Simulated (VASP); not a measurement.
# H2C18O in VASP: notebook

The runs below take H2C18O through single point, with LDA.

Everything below comes from runs of VASP 6.6.1. Logs are shortened: lines on timing, memory, paths and dates and some standing lists are left out, and cuts for length are marked.

### 1 The cell of the first run

The cell holds a slab with vacuum, 21 atoms: a = 7.398 Å, b = 7.398 Å, c = 13.000 Å, α = 90.00°, β = 90.00°, γ = 120.00°.

### 2 Single point, LDA

Input file INCAR:

```
PREC     = Accurate       # precision mode
ENCUT    = 1000           # plane-wave cutoff, eV
EDIFF    = 1E-6           # SCF threshold, eV
ISMEAR   = 0              # smearing method
SIGMA    = 0.05           # smearing width, eV
LREAL    = Auto         
LASPH    = T              # aspherical terms in the spheres
NELM     = 120            # most SCF steps
ALGO     = Normal         # electronic algorithm
ISIF     = 2              # what is computed and relaxed
LWAVE    = F              # write WAVECAR
LCHARG   = F              # write CHGCAR
NBANDS   = 56             # bands
GGA_COMPAT= F            
NELMDL   = -8
```

Input file KPOINTS:

```
regular mesh
0
Gamma
  2 2 1
```

Input file POSCAR:

```
H2C18O
1.0
    7.3980000000      0.0000000000      0.0000000000
   -3.6990000000      6.4068560000      0.0000000000
    0.0000000000      0.0000000000     13.0000000000
C O H
18 1 2
Direct
   -0.0068990002     -0.0001529611      0.0543909231
    0.2147724480      0.1107479238      0.0546050769
   -0.0084125243      0.3338781143      0.0545177692
    0.2165081363      0.4463744776      0.0545340769
   -0.0061133573      0.6688581732      0.0541464615
    0.2141776914      0.7788728200      0.0541502308
    0.3250727862      0.0004115903      0.0543411538
    0.5500221757      0.1130613830      0.0544726923
    0.3273663799      0.3357846657      0.0546244615
    0.5476387984      0.4457926009      0.0545183077
    0.3267329446      0.6666727019      0.0544072308
    0.5480945067      0.7773071535      0.0544520000
    0.6605650464      0.0021857835      0.0544704615
    0.8808845354      0.1124595277      0.0544950000
    0.6600895668      0.3333332293      0.0544866154
    0.8814898251      0.4440539947      0.0544196923
    0.6582920597      0.6672161822      0.0544032308
    0.8831068470      0.7795364840      0.0541930000
    1.1500330219      0.8917186526      0.2834121538
    1.1972543378      0.9813429551      0.2227813077
    1.1036526886      0.9610926170      0.3311018462
```

Potentials or basis: VASP PAW LDA potentials, release 64 (C_h, O_h, H_h).

On the command line:

```sh
> cat potpaw_LDA.64/C_h/POTCAR potpaw_LDA.64/O_h/POTCAR potpaw_LDA.64/H_h/POTCAR > POTCAR
> mpirun -np 1 vasp_std > vasp.out
```

OUTCAR:

```text
PREC = Accurate
   ENCUT = 1000
   EDIFF = 1E-6
   ISMEAR = 0
   LREAL = Auto
   LASPH = T
   NELM = 120
   ISIF = 2
   NELMDL = -8

 ion  position               nearest neighbor table
   1  0.993  1.000  0.054-  18 1.41   2 1.42  14 1.44
   2  0.215  0.111  0.055-   7 1.41   1 1.42   9 1.44
   3  0.992  0.334  0.055-  16 1.41  14 1.42   4 1.44
   4  0.217  0.446  0.055-  11 1.41   9 1.42   3 1.44
   5  0.994  0.669  0.054-   6 1.41  18 1.42  16 1.44
   6  0.214  0.779  0.054-   5 1.41   7 1.42  11 1.44
[... 10 lines left out ...]
  17  0.658  0.667  0.054-  12 1.41  10 1.42  18 1.44
  18  0.883  0.780  0.054-   1 1.41   5 1.42  17 1.44
  19  0.150  0.892  0.283-  21 0.97  20 0.98
  20  0.197  0.981  0.223-  19 0.98
  21  0.104  0.961  0.331-  19 0.97

  LATTYP: Found a hexagonal cell.
 ALAT       =     7.3980000000
 C/A-ratio  =     1.7572316842

  Lattice vectors:

 A1 = (   7.3980000000,   0.0000000000,   0.0000000000)
 A2 = (  -3.6990000000,   6.4068560000,   0.0000000000)
 A3 = (   0.0000000000,   0.0000000000,  13.0000000000)

Analysis of symmetry for initial positions (statically):
=====================================================================
 Subroutine PRICEL returns:
 Original cell was already a primitive cell.

 Routine SETGRP: Setting up the symmetry group for a
 hexagonal supercell.

 Subroutine GETGRP returns: Found  1 space group operations
 (whereof  1 operations were pure point group operations)
 out of a pool of 24 trial point group operations.

The static configuration has the point symmetry C_1 .

Analysis of symmetry for dynamics (positions and initial velocities):
=====================================================================
 Subroutine PRICEL returns:
 Original cell was already a primitive cell.

 Routine SETGRP: Setting up the symmetry group for a
 hexagonal supercell.

 Subroutine GETGRP returns: Found  1 space group operations
 (whereof  1 operations were pure point group operations)
 out of a pool of 24 trial point group operations.

The dynamic configuration has the point symmetry C_1 .

 Subroutine INISYM returns: Found  1 space group operations
 (whereof  1 operations are pure point group operations),
 and found     1 'primitive' translations

----------------------------------------------------------------------------------------

                                     Primitive cell

  volume of cell :     616.1730

  direct lattice vectors                    reciprocal lattice vectors
     7.398000000  0.000000000  0.000000000     0.135171668  0.078041398  0.000000000
    -3.699000000  6.406856000  0.000000000     0.000000000  0.156082796  0.000000000
     0.000000000  0.000000000 13.000000000     0.000000000  0.000000000  0.076923077

  length of vectors
     7.398000000  7.398000054 13.000000000     0.156082797  0.156082796  0.076923077

  position of ions in fractional coordinates (direct lattice)
     0.993101000  0.999847039  0.054390923
     0.214772448  0.110747924  0.054605077
     0.991587476  0.333878114  0.054517769
     0.216508136  0.446374478  0.054534077
     0.993886643  0.668858173  0.054146461
     0.214177691  0.778872820  0.054150231
[... 13 lines left out ...]
     0.197254338  0.981342955  0.222781308
     0.103652689  0.961092617  0.331101846

  ion indices of the primitive-cell ions
   primitive index   ion index
                 1           1
                 2           2
                 3           3
                 4           4
                 5           5
                 6           6
[... 13 lines left out ...]
                20          20
                21          21

----------------------------------------------------------------------------------------

 KPOINTS: regular mesh

Automatic generation of k-mesh.
 Grid dimensions read from file:
 generate k-points for:    2    2    1

 Generating k-lattice:

  Cartesian coordinates                     Fractional coordinates (reciprocal lattice)
     0.067585834  0.039020699  0.000000000     0.500000000 -0.000000000  0.000000000
     0.000000000  0.078041398  0.000000000     0.000000000  0.500000000  0.000000000
     0.000000000  0.000000000  0.076923077     0.000000000  0.000000000  1.000000000

  Length of vectors
     0.078041399  0.078041398  0.076923077

  Shift w.r.t. Gamma in fractional coordinates (k-lattice)
     0.000000000  0.000000000  0.000000000

 Subroutine IBZKPT returns following result:
 ===========================================

 Found      4 irreducible k-points:

 Following reciprocal coordinates:
            Coordinates               Weight
  0.000000  0.000000  0.000000      1.000000
  0.500000  0.000000  0.000000      1.000000
  0.000000  0.500000  0.000000      1.000000
  0.500000  0.500000  0.000000      1.000000
   k-points           NKPTS =      4   k-points in BZ     NKDIM =      4   number of bands    NBANDS=     56
   number of dos      NEDOS =    301   number of ions     NIONS =     21
   total plane-waves  NPLWV = 896000
   dimension x,y,z NGX =    80 NGY =   80 NGZ =  140
   dimension x,y,z NGXF=   160 NGYF=  160 NGZF=  280
   ions per type =              18   1   2
   NGX,Y,Z   is equivalent  to a cutoff of  17.98, 17.98, 17.90 a.u.
   NGXF,Y,Z  is equivalent  to a cutoff of  35.95, 35.95, 35.81 a.u.
 SYSTEM =  unknown system
   PREC   = accura    normal or accurate (medium, high low for compatibility)
   ISTART =      0    job   : 0-new  1-cont  2-samecut
   ICHARG =      2    charge: 1-file 2-atom 10-const
   ISPIN  =      1    spin polarized calculation?
   LNONCOLLINEAR =      F non collinear calculations
   LSORBIT =      F    spin-orbit coupling
   LASPH  =      T    aspherical Exc in radial PAW
   ENCUT  = 1000.0 eV  73.50 Ry    8.57 a.u.  19.08 19.08 33.52*2*pi/ulx,y,z
   NELM   =    120;   NELMIN=  2; NELMDL= -8     # of ELM steps
   EDIFF  = 0.1E-05   stopping-criterion for ELM
   LREAL  =      T    real-space projection
   EDIFFG = 0.1E-04   stopping-criterion for IOM
   NSW    =      0    number of steps for IOM
   IBRION =     -1    ionic relax: 0-MD 1-quasi-New 2-CG
   NFREE  =      0    steps in history (QN), initial steepest desc. (CG)
   ISIF   =      2    stress and relaxation
   ISYM   =      2    0-nonsym 1-usesym 2-fastsym
   POTIM  = 0.5000    time-step for ionic-motion
   TEBEG  =    0.0;   TEEND  =   0.0 temperature during run
   PSTRESS=    0.0 pullay stress
   NELECT =      80.0000    total number of electrons
   NUPDOWN=      -1.0000    fix difference up-down
   EMIN   =  10.00;   EMAX   =-10.00  energy-range for DOS
   EFERMI =   0.00;   METHOD = LEGACY
   ISMEAR =     0;   SIGMA  =   0.05  broadening in eV -4-tet -1-fermi 0-gaus
   EFERMI_NEDOS =   21; number of points for ismear=-14 and -15
   IALGO  =     38    algorithm
   IMIX   =      4    mixing-type and parameters
     AMIX     =   0.40;   BMIX     =  1.00
     AMIX_MAG =   1.60;   BMIX_MAG =  1.00
  volume/ion in A,a.u.               =      29.34       198.01
  Fermi-wavevector in a.u.,A,eV,Ry     =   0.828967  1.566521  9.349739  0.687186
  Thomas-Fermi vector in A             =   1.941434
   LORBIT       =      0    0 simple, 1 ext, 2 COOP (PROOUT), +10 PAW based schemes
   GGA     = CA    functional components
   LHFCALC =     F    Hartree Fock is set to
   AEXX    =    0.0000 exact exchange contribution
   IVDW    =     0    specifies the selected vdW correction
   LEPSILON=     F    determine dielectric tensor
   LRPA    =     F    only Hartree local field effects (RPA)
 non-spin polarized calculation
 Gauss-broadening in eV      SIGMA  =   0.05
  energy-cutoff  :     1000.00
  volume of cell :      616.17
 maximum number of plane-waves:     44250
 NGX is ok and might be reduce to    80
   NGX = 39   NGY = 39   NGZ = 67

 number of electron      80.0000000 magnetization

 Free energy of the ion-electron system (eV)
  ---------------------------------------------------
  ext. energy  EPLUGINS =         0.00000000
  ---------------------------------------------------
  free energy    TOTEN  =      -196.30407154 eV

  energy without entropy =     -196.30381999  energy(sigma->0) =     -196.30394577

 E-fermi :  -1.9614     XC(G=0):  -3.8506

 val. band max:       -2.0633098685   @ k =   0.0000   0.0000   0.0000
 cond. band min:      -1.8578189199   @ k =   0.0000   0.0000   0.0000
 fundamental gap:      0.2054909486
 Fermi energy:        -1.9613988357

 k-point     1 :       0.0000    0.0000    0.0000
  band No.  band energies     occupation
      1     -22.1950      2.00000
      2     -21.2526      2.00000
      3     -18.7907      2.00000
      4     -18.7625      2.00000
      5     -18.6744      2.00000
      6     -18.6494      2.00000
[... 44 lines left out ...]
     51       3.1641      0.00000
     52       4.2941      0.00000

 k-point     2 :       0.5000    0.0000    0.0000
  band No.  band energies     occupation
      1     -22.1941      2.00000
      2     -20.6163      2.00000
      3     -20.5942      2.00000
      4     -19.3694      2.00000
      5     -19.2737      2.00000
      6     -16.8946      2.00000
[... 44 lines left out ...]
     51       3.9919      0.00000
     52       4.1492      0.00000

 k-point     3 :       0.0000    0.5000    0.0000
  band No.  band energies     occupation
      1     -22.1941      2.00000
      2     -20.6202      2.00000
      3     -20.5902      2.00000
      4     -19.3694      2.00000
      5     -19.2740      2.00000
      6     -16.8947      2.00000
[... 44 lines left out ...]
     51       3.9433      0.00000
     52       4.1211      0.00000

 k-point     4 :       0.5000    0.5000    0.0000
  band No.  band energies     occupation
      1     -22.1941      2.00000
      2     -20.6149      2.00000
      3     -20.5957      2.00000
      4     -19.3655      2.00000
      5     -19.2780      2.00000
      6     -16.8854      2.00000
[... 44 lines left out ...]
     51       3.9968      0.00000
     52       4.1445      0.00000
 [bands above 52 left out]

------------------------ aborting loop because EDIFF is reached ----------------------------------------

  FORCE on cell =-STRESS in cart. coord.  units (eV):
  Direction    XX          YY          ZZ          XY          YZ          ZX
  --------------------------------------------------------------------------------------
  -------------------------------------------------------------------------------------
  Total       -9.2435324     -9.2678947     -0.0329324     -0.0061660     -0.0078070     -0.0287530
  in kB      -24.0350985    -24.0984456     -0.0856311     -0.0160328     -0.0202999     -0.0747637
  external PRESSURE =     -16.0730584 kB  Pullay stress =       0.0000000 kB

 VOLUME and BASIS-vectors are now :
 -----------------------------------------------------------------------------
  energy-cutoff  :     1000.00
  volume of cell :      616.17
      direct lattice vectors                 reciprocal lattice vectors
     7.398000000  0.000000000  0.000000000     0.135171668  0.078041398  0.000000000
    -3.699000000  6.406856000  0.000000000     0.000000000  0.156082796  0.000000000
     0.000000000  0.000000000 13.000000000     0.000000000  0.000000000  0.076923077

 POSITION                                       TOTAL-FORCE (eV/Angst)
 -----------------------------------------------------------------------------------
      3.64853      6.40588      0.70708         0.003778      0.001499      0.000251
      1.17923      0.70955      0.70987        -0.006612     -0.006600      0.000266
      6.10075      2.13911      0.70873         0.005652      0.010905      0.000247
     -0.04941      2.85986      0.70894        -0.008828      0.001448      0.000143
      4.87867      4.28528      0.70390         0.002884     -0.003823      0.000047
     -1.29656      4.99013      0.70395        -0.002767     -0.003995      0.000122
[... 13 lines left out ...]
     -2.17070      6.28732      2.89616         0.005953      0.038720     -0.061588
     -2.78826      6.15758      4.30432        -0.044404      0.029189      0.050369
 -----------------------------------------------------------------------------------
    total drift:                                0.001142     -0.001642      0.001679

  FREE ENERGIE OF THE ION-ELECTRON SYSTEM (eV)
  ---------------------------------------------------
  free  energy   TOTEN  =      -196.3040715400 eV

  energy  without entropy=     -196.3038199920  energy(sigma->0) =     -196.30394577
```

It took 21 min on 1 thread of Intel Xeon Platinum 8259CL at 2.50GHz (Skylake/Cascade Lake), shared host; peak memory 1.2 GiB.

Results:

- Free energy: -196.3041 eV
- Largest force: 0.078 eV/Å
- Band gap on the k mesh: 0.21 eV

Forces on the atoms (eV/Å):
```
C    0.004  0.001  0.000
C   -0.007 -0.007  0.000
C    0.006  0.011  0.000
C   -0.009  0.001  0.000
C    0.003 -0.004  0.000
C   -0.003 -0.004  0.000
C   -0.004 -0.005  0.001
C    0.005 -0.007  0.000
C   -0.008 -0.001  0.000
C    0.011  0.010  0.000
C   -0.010 -0.007  0.000
C    0.004  0.008  0.000
C    0.001 -0.004  0.000
C    0.001 -0.007  0.000
C    0.000  0.013  0.000
C   -0.001  0.007  0.000
C    0.008 -0.004  0.000
C   -0.001 -0.003 -0.001
O    0.040 -0.067  0.010
H    0.006  0.039 -0.062
H   -0.044  0.029  0.050
```

Caveat: the k points lie up to 0.49 Å⁻¹ apart; there is no dipole correction, which matters where the two faces differ.

### 3 Single point, LDA

Input file INCAR:

```
PREC = Accurate
ENCUT = 1000
EDIFF = 1E-6
ISMEAR = 0
SIGMA = 0.05
LREAL = Auto
LASPH = True
NELM = 120
ALGO = Normal
ISIF = 2
LWAVE = False
LCHARG = True
LELF = True
LVHAR = True
NBANDS = 56
GGA_COMPAT = False
NELMDL = -8
```

KPOINTS is that of step 2.

Input file POSCAR:

```
H2C18O
1.0
    7.3980000000      0.0000000000      0.0000000000
   -3.6990000000      6.4068560000      0.0000000000
    0.0000000000      0.0000000000     13.0000000000
C O H
18 1 2
Direct
   -0.0003704382      0.0067306023      0.0542054615
    0.2198745007      0.1170244813      0.0543379231
   -0.0026413522      0.3394769603      0.0544585385
    0.2222454381      0.4518904436      0.0544647692
   -0.0011063693      0.6750292187      0.0541723077
    0.2204518680      0.7856788103      0.0542947692
    0.3307610422      0.0062668804      0.0545237692
    0.5558443524      0.1187254716      0.0545819231
    0.3324952164      0.3418617494      0.0544666923
    0.5539617470      0.4526012447      0.0545146923
    0.3331376071      0.6733482070      0.0544478462
    0.5533877578      0.7835362618      0.0544824615
    0.6658591209      0.0084624971      0.0545123077
    0.8873040222      0.1192392962      0.0544159231
    0.6664421849      0.3401963459      0.0545293077
    0.8866759033      0.4502339369      0.0544200769
    0.6641271546      0.6728350067      0.0544446154
    0.8889394796      0.7852587915      0.0541879231
    1.1172087802      0.8556416751      0.2839417692
    1.2045634660      0.8949628336      0.2225022308
    1.1918339069      0.9715475110      0.3310183077
```

Potentials or basis: VASP PAW LDA potentials, release 64 (C_h, O_h, H_h).

On the command line:

```sh
> cat potpaw_LDA.64/C_h/POTCAR potpaw_LDA.64/O_h/POTCAR potpaw_LDA.64/H_h/POTCAR > POTCAR
> mpirun -np 1 vasp_std > vasp.out
```

It took 30 min on 1 thread of AMD EPYC 7R43 (Zen 3), shared host; peak memory 1.2 GiB.

Results (log left out):

| Quantity | Value |
| --- | --- |
| Free energy | -196.3040 eV |
| Largest force | 0.094 eV/Å |
| Band gap on the k mesh | 0.21 eV |

Forces in eV/Å, atoms in the order of the input:
```
C   -0.015  0.007 -0.001
C   -0.002  0.012  0.001
C    0.006  0.011 -0.001
C   -0.008 -0.001 -0.001
C    0.009 -0.019 -0.001
C    0.012 -0.009  0.003
C    0.014  0.005  0.002
C   -0.005 -0.007  0.000
C   -0.004 -0.007  0.001
C    0.005  0.000 -0.001
C   -0.013 -0.001  0.000
C    0.008  0.010  0.000
C    0.003 -0.007  0.000
C    0.004 -0.013  0.000
C   -0.003  0.003 -0.001
C    0.004  0.012  0.001
C    0.003  0.009  0.000
C   -0.018 -0.003  0.000
O   -0.021 -0.054 -0.018
H    0.023 -0.006 -0.058
H   -0.002  0.059  0.073
```

Levels at points of the mesh, in eV from the valence-band top:
```tsv
k point	band 36	band 37	band 38	band 39	band 40	band 41	band 42	band 43	band 44	band 45
(0.00, 0.00, 0.00)	-2.93	-2.93	-2.42	-0.02	0.00	0.21	0.22	3.32	4.41	4.85
(0.50, 0.00, 0.00)	-2.58	-2.56	-2.51	-2.35	-2.23	1.73	2.54	2.59	2.61	2.65
(0.00, 0.50, 0.00)	-2.58	-2.56	-2.53	-2.34	-2.23	1.72	2.54	2.56	2.63	2.66
(0.50, 0.50, 0.00)	-2.59	-2.53	-2.51	-2.37	-2.21	1.73	2.53	2.58	2.62	2.65
```

Caveat: the k points lie up to 0.49 Å⁻¹ apart; there is no dipole correction, which matters where the two faces differ.
